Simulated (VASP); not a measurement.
# MgB2 (P6/mmm) in VASP: a series of runs

The runs below take MgB2 through single point, with revPBE, PBEsol+D3(BJ).

All numbers are computed with VASP 6.6.1; they aren't measurements. Logs are shortened: lines on timing, memory, paths and dates and some standing lists are left out, and cuts for length are marked.

### 1 The cell of the first run

Symmetry: P6/mmm, No. 191, hexagonal system. Conventional cell: a = 3.085 Å, b = 3.085 Å, c = 3.523 Å, α = 90.00°, β = 90.00°, γ = 120.00°. Within 3.3 Å of Mg (site symmetry 6/mmm) lie 12 B at 2.51 Å and 6 Mg at 3.08 to 3.09 Å. B (site symmetry -6m2) has 3 B at 1.78 Å within 2.4 Å.

### 2 Single point, revPBE

Input file INCAR:

```
SYSTEM = MgB2
PREC = Accurate
ENCUT = 520
EDIFF = 1E-6
ISMEAR = -1
SIGMA = 0.05
LREAL = .FALSE.
LASPH = .TRUE.
NELM = 100
ALGO = Normal
ISIF = 2
LWAVE = .FALSE.
LCHARG = .FALSE.
GGA = RE
NBANDS = 11
```

Input file KPOINTS:

```
regular mesh
0
G
  10 10 8
  0 0 0
```

Input file POSCAR:

```
MgB2
1.0
    3.0850000000      0.0000000000      0.0000000000
   -1.5425000000      2.6716883707      0.0000000000
    0.0000000000      0.0000000000      3.5230000000
Mg B
1 2
Direct
    0.0000000000      0.0000000000      0.0000000000
    0.6666666667      0.3333333333      0.5000000000
    0.3333333333      0.6666666667      0.5000000000
```

Potentials or basis: VASP PAW PBE potentials, release 64 (Mg, B).

On the command line:

```
cat potpaw_PBE.64/Mg/POTCAR potpaw_PBE.64/B/POTCAR > POTCAR
mpirun -np 1 vasp_std > vasp.out
```

OUTCAR:

```text
SYSTEM = MgB2
   PREC = Accurate
   ENCUT = 520
   EDIFF = 1E-6
   ISMEAR = -1
   LREAL = .FALSE.
   LASPH = .TRUE.
   NELM = 100
   ISIF = 2
   GGA = RE

 ion  position               nearest neighbor table
   1  0.000  0.000  0.000-   2 2.51   3 2.51   2 2.51   3 2.51   2 2.51   2 2.51   3 2.51   3 2.51
                             2 2.51   2 2.51   3 2.51   3 2.51
   2  0.667  0.333  0.500-   3 1.78   3 1.78   3 1.78   1 2.51   1 2.51   1 2.51   1 2.51   1 2.51
                             1 2.51
   3  0.333  0.667  0.500-   2 1.78   2 1.78   2 1.78   1 2.51   1 2.51   1 2.51   1 2.51   1 2.51
                             1 2.51

  LATTYP: Found a hexagonal cell.
 ALAT       =     3.0850000000
 C/A-ratio  =     1.1419773096

  Lattice vectors:

 A1 = (   3.0850000000,   0.0000000000,   0.0000000000)
 A2 = (  -1.5425000000,   2.6716883707,   0.0000000000)
 A3 = (   0.0000000000,   0.0000000000,   3.5230000000)

Analysis of symmetry for initial positions (statically):
=====================================================================
 Subroutine PRICEL returns:
 Original cell was already a primitive cell.

 Routine SETGRP: Setting up the symmetry group for a
 hexagonal supercell.

 Subroutine GETGRP returns: Found 24 space group operations
 (whereof 24 operations were pure point group operations)
 out of a pool of 24 trial point group operations.

The static configuration has the point symmetry D_6h.

Analysis of symmetry for dynamics (positions and initial velocities):
=====================================================================
 Subroutine PRICEL returns:
 Original cell was already a primitive cell.

 Routine SETGRP: Setting up the symmetry group for a
 hexagonal supercell.

 Subroutine GETGRP returns: Found 24 space group operations
 (whereof 24 operations were pure point group operations)
 out of a pool of 24 trial point group operations.

The dynamic configuration has the point symmetry D_6h.

 Subroutine INISYM returns: Found 24 space group operations
 (whereof 24 operations are pure point group operations),
 and found     1 'primitive' translations

----------------------------------------------------------------------------------------

                                     Primitive cell

  volume of cell :      29.0371

  direct lattice vectors                    reciprocal lattice vectors
     3.085000000  0.000000000  0.000000000     0.324149109  0.187147575  0.000000000
    -1.542500000  2.671688371  0.000000000     0.000000000  0.374295150  0.000000000
     0.000000000  0.000000000  3.523000000     0.000000000  0.000000000  0.283848992

  length of vectors
     3.085000000  3.085000000  3.523000000     0.374295150  0.374295150  0.283848992

  position of ions in fractional coordinates (direct lattice)
     0.000000000  0.000000000  0.000000000
     0.666666667  0.333333333  0.500000000
     0.333333333  0.666666667  0.500000000

  ion indices of the primitive-cell ions
   primitive index   ion index
                 1           1
                 2           2
                 3           3

----------------------------------------------------------------------------------------

 KPOINTS: regular mesh

Automatic generation of k-mesh.
 Grid dimensions read from file:
 generate k-points for:   10   10    8

 Generating k-lattice:

  Cartesian coordinates                     Fractional coordinates (reciprocal lattice)
     0.032414911  0.018714758  0.000000000     0.100000000  0.000000000  0.000000000
     0.000000000  0.037429515  0.000000000     0.000000000  0.100000000  0.000000000
     0.000000000  0.000000000  0.035481124     0.000000000  0.000000000  0.125000000

  Length of vectors
     0.037429515  0.037429515  0.035481124

  Shift w.r.t. Gamma in fractional coordinates (k-lattice)
     0.000000000  0.000000000  0.000000000

 Subroutine IBZKPT returns following result:
 ===========================================

 Found     70 irreducible k-points:

 Following reciprocal coordinates:
            Coordinates               Weight
  0.000000  0.000000  0.000000      1.000000
  0.100000  0.000000  0.000000      6.000000
  0.200000  0.000000  0.000000      6.000000
  0.300000  0.000000  0.000000      6.000000
  0.400000  0.000000  0.000000      6.000000
  0.500000  0.000000  0.000000      3.000000
[... 16 lines left out ...]
  0.300000  0.100000  0.125000     24.000000
  0.400000  0.100000  0.125000     24.000000
 [... further k-points ...]
   k-points           NKPTS =     70   k-points in BZ     NKDIM =     70   number of bands    NBANDS=     11
   number of dos      NEDOS =    301   number of ions     NIONS =      3
   total plane-waves  NPLWV =  16128
   dimension x,y,z NGX =    24 NGY =   24 NGZ =   28
   dimension x,y,z NGXF=    48 NGYF=   48 NGZF=   56
   ions per type =               1   2
   NGX,Y,Z   is equivalent  to a cutoff of  12.93, 12.93, 13.21 a.u.
   NGXF,Y,Z  is equivalent  to a cutoff of  25.87, 25.87, 26.43 a.u.
 SYSTEM =  MgB2
   PREC   = accura    normal or accurate (medium, high low for compatibility)
   ISTART =      0    job   : 0-new  1-cont  2-samecut
   ICHARG =      2    charge: 1-file 2-atom 10-const
   ISPIN  =      1    spin polarized calculation?
   LNONCOLLINEAR =      F non collinear calculations
   LSORBIT =      F    spin-orbit coupling
   LASPH  =      T    aspherical Exc in radial PAW
   ENCUT  =  520.0 eV  38.22 Ry    6.18 a.u.   5.74  5.74  6.55*2*pi/ulx,y,z
   NELM   =    100;   NELMIN=  2; NELMDL= -5     # of ELM steps
   EDIFF  = 0.1E-05   stopping-criterion for ELM
   LREAL  =      F    real-space projection
   EDIFFG = 0.1E-04   stopping-criterion for IOM
   NSW    =      0    number of steps for IOM
   IBRION =     -1    ionic relax: 0-MD 1-quasi-New 2-CG
   NFREE  =      0    steps in history (QN), initial steepest desc. (CG)
   ISIF   =      2    stress and relaxation
   ISYM   =      2    0-nonsym 1-usesym 2-fastsym
   POTIM  = 0.5000    time-step for ionic-motion
   TEBEG  =    0.0;   TEEND  =   0.0 temperature during run
   PSTRESS=    0.0 pullay stress
   NELECT =       8.0000    total number of electrons
   NUPDOWN=      -1.0000    fix difference up-down
   EMIN   =  10.00;   EMAX   =-10.00  energy-range for DOS
   EFERMI =   0.00;   METHOD = LEGACY
   ISMEAR =    -1;   SIGMA  =   0.05  broadening in eV -4-tet -1-fermi 0-gaus
   EFERMI_NEDOS =   21; number of points for ismear=-14 and -15
   IALGO  =     38    algorithm
   IMIX   =      4    mixing-type and parameters
     AMIX     =   0.40;   BMIX     =  1.00
     AMIX_MAG =   1.60;   BMIX_MAG =  1.00
  volume/ion in A,a.u.               =       9.68        65.32
  Fermi-wavevector in a.u.,A,eV,Ry     =   1.065255  2.013040 15.439462  1.134768
  Thomas-Fermi vector in A             =   2.200801
   LORBIT       =      0    0 simple, 1 ext, 2 COOP (PROOUT), +10 PAW based schemes
   GGA     = RE    functional components
   LHFCALC =     F    Hartree Fock is set to
   AEXX    =    0.0000 exact exchange contribution
   IVDW    =     0    specifies the selected vdW correction
   LEPSILON=     F    determine dielectric tensor
   LRPA    =     F    only Hartree local field effects (RPA)
 non-spin polarized calculation
  energy-cutoff  :      520.00
  volume of cell :       29.04
 maximum number of plane-waves:       806
 NGX is ok and might be reduce to    24
   NGX = 11   NGY = 11   NGZ = 13

 number of electron       8.0000000 magnetization

 Free energy of the ion-electron system (eV)
  ---------------------------------------------------
  ext. energy  EPLUGINS =         0.00000000
  ---------------------------------------------------
  free energy    TOTEN  =       -14.68090459 eV

  energy without entropy =      -14.67478814  energy(sigma->0) =      -14.67784636

 E-fermi :   5.3969     XC(G=0): -10.8443

 val. band max:        5.3819935922   @ k =   0.1000   0.0000   0.1250
 cond. band min:       5.4085052819   @ k =   0.3000   0.2000   0.0000
 fundamental gap:      0.0265116896
 Fermi energy:         5.3969437402

 k-point     1 :       0.0000    0.0000    0.0000
  band No.  band energies     occupation
      1      -7.0962      2.00000
      2       2.4167      2.00000
      3       5.7280      0.00266
      4       5.7280      0.00266
      5       7.0206      0.00000
      6      11.6658      0.00000
      7      11.6658      0.00000
      8      13.3886      0.00000
      9      15.3437      0.00000
     10      18.0706      0.00000
     11      21.5504      0.00000

 k-point     2 :       0.1000    0.0000    0.0000
  band No.  band energies     occupation
      1      -6.9226      2.00000
      2       2.5861      2.00000
      3       4.8651      1.99995
      4       5.3328      1.56564
      5       7.1769      0.00000
      6      11.5209      0.00000
      7      12.4127      0.00000
      8      13.7968      0.00000
      9      14.7258      0.00000
     10      18.9228      0.00000
     11      20.7566      0.00000

 k-point     3 :       0.2000    0.0000    0.0000
  band No.  band energies     occupation
      1      -6.4045      2.00000
      2       2.9973      2.00000
      3       3.0888      2.00000
      4       4.5456      2.00000
      5       7.6493      0.00000
      6      10.9762      0.00000
      7      13.1576      0.00000
      8      14.2315      0.00000
      9      14.5747      0.00000
     10      19.6681      0.00000
     11      19.9980      0.00000

 k-point     4 :       0.3000    0.0000    0.0000
  band No.  band energies     occupation
      1      -5.5514      2.00000
      2       0.9202      2.00000
      3       3.8244      2.00000
      4       3.8987      2.00000
      5       8.3630      0.00000
      6      10.4529      0.00000
      7      11.2064      0.00000
      8      14.3740      0.00000
      9      16.5569      0.00000
     10      18.8359      0.00000
     11      19.8452      0.00000

 k-point     5 :       0.4000    0.0000    0.0000
  band No.  band energies     occupation
      1      -4.3862      2.00000
      2      -1.0452      2.00000
      3       3.3516      2.00000
      4       4.9120      1.99988
      5       9.0295      0.00000
      6       9.3826      0.00000
      7      10.3564      0.00000
      8      13.2728      0.00000
      9      18.1992      0.00000
     10      18.6644      0.00000
     11      19.6695      0.00000
[... 211 lines left out ...]
 k-point    21 :       0.1000    0.1000    0.1250
  band No.  band energies     occupation
      1      -6.4476      2.00000
      2       1.9704      2.00000
      3       3.7967      2.00000
      4       4.5423      2.00000
      5       8.7623      0.00000
      6      11.8863      0.00000
      7      12.3548      0.00000
      8      13.3232      0.00000
      9      15.3917      0.00000
     10      18.1462      0.00000
     11      19.6967      0.00000

 k-point    22 :       0.2000    0.1000    0.1250
  band No.  band energies     occupation
      1      -5.7662      2.00000
      2       2.0351      2.00000
      3       2.6531      2.00000
      4       3.5553      2.00000
      5       9.3676      0.00000
      6      10.9403      0.00000
      7      11.8154      0.00000
      8      14.0810      0.00000
      9      16.3822      0.00000
     10      16.7272      0.00000
     11      19.7779      0.00000

 k-point    23 :       0.3000    0.1000    0.1250
  band No.  band energies     occupation
      1      -4.7616      2.00000
      2       0.0844      2.00000
      3       2.8661      2.00000
      4       3.6408      2.00000
      5       9.0691      0.00000
      6      10.2380      0.00000
      7      11.3995      0.00000
      8      14.5066      0.00000
      9      15.9456      0.00000
     10      17.3522      0.00000
     11      19.6495      0.00000

 k-point    24 :       0.4000    0.1000    0.1250
  band No.  band energies     occupation
      1      -3.4854      2.00000
      2      -1.7112      2.00000
      3       2.5341      2.00000
      4       4.6848      2.00000
      5       7.5722      0.00000
      6      10.5503      0.00000
      7      11.7013      0.00000
      8      13.6631      0.00000
      9      15.5404      0.00000
     10      18.8297      0.00000
     11      19.7388      0.00000

 [... further k-points ...]
[... 5 lines left out ...]
  --------------------------------------------------------------------------------------
  -------------------------------------------------------------------------------------
  Total        0.2835592      0.2835592      0.1973175     -0.0000000     -0.0000000     -0.0000000
  in kB       15.6459059     15.6459059     10.8873574     -0.0000000     -0.0000000     -0.0000000
  external PRESSURE =      14.0597231 kB  Pullay stress =       0.0000000 kB

 VOLUME and BASIS-vectors are now :
 -----------------------------------------------------------------------------
  energy-cutoff  :      520.00
  volume of cell :       29.04
      direct lattice vectors                 reciprocal lattice vectors
     3.085000000  0.000000000  0.000000000     0.324149109  0.187147575  0.000000000
    -1.542500000  2.671688371  0.000000000     0.000000000  0.374295150  0.000000000
     0.000000000  0.000000000  3.523000000     0.000000000  0.000000000  0.283848992

 POSITION                                       TOTAL-FORCE (eV/Angst)
 -----------------------------------------------------------------------------------
      0.00000      0.00000      0.00000        -0.000000      0.000000      0.000000
      1.54250      0.89056      1.76150        -0.000000      0.000000      0.000000
     -0.00000      1.78113      1.76150         0.000000     -0.000000      0.000000
 -----------------------------------------------------------------------------------
    total drift:                                0.000000     -0.000000     -0.000000

  FREE ENERGIE OF THE ION-ELECTRON SYSTEM (eV)
  ---------------------------------------------------
  free  energy   TOTEN  =       -14.6809045893 eV

  energy  without entropy=      -14.6747881387  energy(sigma->0) =      -14.67784636
```

It took 13 s on 1 thread of Intel Xeon 6975P-C, shared host; peak memory 0.16 GiB.

Results:

```yaml
Free_energy: -14.6809 eV
Pressure: 1.4 GPa
Band_gap_on_the_k_mesh: zero (band 4 reaches 6.48 eV, above the bottom of band 5 at 4.02 eV)
```

Stress tensor (GPa, compression positive):
```
1.56 0.00 0.00
0.00 1.56 0.00
0.00 0.00 1.09
```

Caveat: the PAW data sets were made with another functional, which shifts forces and pressure a little.

(Continued in part 2 of 2.)
